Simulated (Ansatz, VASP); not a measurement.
# In: VASP beside Ansatz

The input INCAR:

```
PREC = Accurate
ENCUT = 520
EDIFF = 1E-6
ISMEAR = -1
SIGMA = 0.01
LREAL = F
LASPH = T
NELM = 80
ALGO = Normal
ISIF = 2
LWAVE = F
LCHARG = F
GGA = CA
NBANDS = 12
```

Contents of KPOINTS:

```
regular mesh
0
Gamma
  12 12 14
```

The input POSCAR:

```
In
1.0
   -1.6019898026      1.6281983263      2.4755659685
    1.6281983263     -1.6019898026      2.4755659685
    1.5260503434      1.5260503434     -2.4583443292
In
1
Direct
    0.0000000000      0.0000000000      0.0000000000
```

Input for Ansatz:

```yaml
crystal:
  lattice:
    - [-1.6019898026, 1.6281983263, 2.4755659685]
    - [1.6281983263, -1.6019898026, 2.4755659685]
    - [1.5260503434, 1.5260503434, -2.4583443292]
  atoms:
    - { symbol: In, position: [0.0, 0.0, 0.0] }
hamiltonian:
  xc: lda
  pseudopotentials:
    kind: paw
    azcp:
      In: "pseudopotentials/In.paw.azcp"
basis:
  ecutwfc: 420
  fft_grid_basis: typed
kpoints:
  mp_grid: { grid: [12, 12, 14], shift: [0, 0, 0] }
magnetization:
  spin_polarized: false
scf:
  occupations: { method: fermi_dirac, width: 0.01 }
  lower_state_search: "off"
output:
  stress: true
```

Alike in both runs: task single point; functional LDA; k mesh 12 × 12 × 14; occupations fermi-dirac, width 0.01 eV; no spin polarisation.

```csv
,VASP,Ansatz
version,VASP 6.6.1,Ansatz 0.2.0
potentials or method,"VASP PAW LDA potentials, release 64 (In_d), cutoff 520 eV","plane waves (420 eV) with PAW, scalar-relativistic"
valence electrons in the cell,13,13
```

Ansatz gave:

| Property | Result |
| --- | --- |
| pressure (GPa) | -0.1 |
| traceless stress, the component that is largest in VASP (GPa) | 0.29 |

Q: Which values does VASP return?

A: Pressure (GPa): 0.0; traceless stress, the component that is largest in VASP (GPa): 0.27.

Ansatz warns that its potentials were made for another functional, while VASP's fit it. LDA's correlation is that of Perdew and Zunger in VASP and of Perdew and Wang (1992) in Ansatz.
